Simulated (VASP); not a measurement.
A run of VASP 6.6.1 is set up as follows.

POSCAR

```
Au
1.0
   -1.6821280350      1.6821280350      1.6821280350
    1.6821280350     -1.6821280350      1.6821280350
    1.6821280350      1.6821280350     -1.6821280350
Au
1
Direct
    0.0000000000      0.0000000000      0.0000000000
```

The input INCAR.step1:

```
SYSTEM = Au
PREC = Accurate
ENCUT = 520
ISMEAR = 0
SIGMA = 0.15
LREAL = .False.
LASPH = .True.
NELM = 80
NBANDS = 12
GGA = PE
ALGO = Normal
EDIFF = 1E-4
LWAVE = .True.
LCHARG = .False.
```

File INCAR.step2:

```
SYSTEM = Au
PREC = Accurate
ENCUT = 520
EDIFF = 1E-6
ISMEAR = 0
SIGMA = 0.15
LREAL = .False.
LASPH = .True.
NELM = 80
ALGO = Normal
ISIF = 2
LWAVE = .False.
LCHARG = .False.
METAGGA = R2SCAN
LMIXTAU = .True.
NBANDS = 12
ISTART = 1
```

Contents of KPOINTS:

```
Automatic mesh
0
Gamma
  20 20 20
  0 0 0
```

Potentials or basis: VASP PAW PBE potentials, release 64 (Au).

Command:

```console
$ cat potpaw_PBE.64/Au/POTCAR > POTCAR
$ cp INCAR.step1 INCAR
$ mpirun -np 1 vasp_std > vasp.out
$ cp INCAR.step2 INCAR
$ mpirun -np 1 vasp_std > vasp.out
```

What does it give for the pressure?

-9.2 GPa.

Predict the band gap on the k mesh.

zero (an odd number of electrons rules out a gap without spin polarisation).

Caveat: the cell differs from its parent crystal (strain +0.015 along x and y, +0.015 along z); the cell stands under tension; the PAW data sets were made with another functional, which shifts forces and pressure a little; spin-orbit coupling is left out, which moves the levels of the heavy elements.
